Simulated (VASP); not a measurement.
A run of VASP 6.6.1 is set up as follows.

Contents of INCAR:

```
ALGO     = Normal         # electronic algorithm
EDIFF    = 1E-6           # SCF threshold, eV
EDIFFG   = -0.01          # ionic threshold
ENCUT    = 600            # plane-wave cutoff, eV
GGA      = PS             # functional
IBRION   = 2              # ionic algorithm
ISIF     = 3              # what is computed and relaxed
ISMEAR   = 0              # smearing method
LASPH    = T              # aspherical terms in the spheres
LCHARG   = F              # write CHGCAR
LREAL    = F              # projectors in reciprocal space
LWAVE    = F              # write WAVECAR
NELM     = 100            # most SCF steps
NSW      = 80             # ionic steps
PREC     = Accurate       # precision mode
SIGMA    = 0.05           # smearing width, eV
```

Contents of KPOINTS:

```
k-points
0
Gamma
  10 10 10
```

POSCAR

```
SrO
1.0
    3.4129457732      0.0000000000      0.0000000000
   -1.7064728866      2.9556977414      0.0000000000
    0.0000000000      0.0000000000      3.3308659833
Sr O
1 1
Direct
    0.0000000000      0.0000000000      0.0000000000
    0.6666666667      0.3333333333      0.5000000000
```

Potentials or basis: VASP PAW PBE potentials, release 64 (Sr_sv, O).

Launch:

```console
$ cat potpaw_PBE.64/Sr_sv/POTCAR potpaw_PBE.64/O/POTCAR > POTCAR
$ mpirun -np 1 vasp_std > vasp.out
```

Q: Estimate the relaxed volume.

A: 16.66 Å³/atom.

Q: Predict the band gap on the k mesh.

A: 2.77 eV, direct.

Q: Predict the relaxed cell.

A: a = 3.486 Å, b = 3.486 Å, c = 3.165 Å, α = 90.00°, β = 90.00°, γ = 120.00°.

Q: Predict the space group after relaxing (to 0.05 Å).

A: P-6m2 (No. 187).

Final structure:
```yaml
crystal:
  lattice:
    - [3.48640, 0.00000, 0.00000]
    - [-1.74320, 3.01931, 0.00000]
    - [0.00000, 0.00000, 3.16500]
  atoms:
    - { symbol: Sr, position: [0.00000, 0.00000, 0.00000] }
    - { symbol: O, position: [0.66667, 0.33333, 0.50000] }
```

Caveat: the PAW data sets were made with another functional, which shifts forces and pressure a little. A k mesh can miss the band edges.
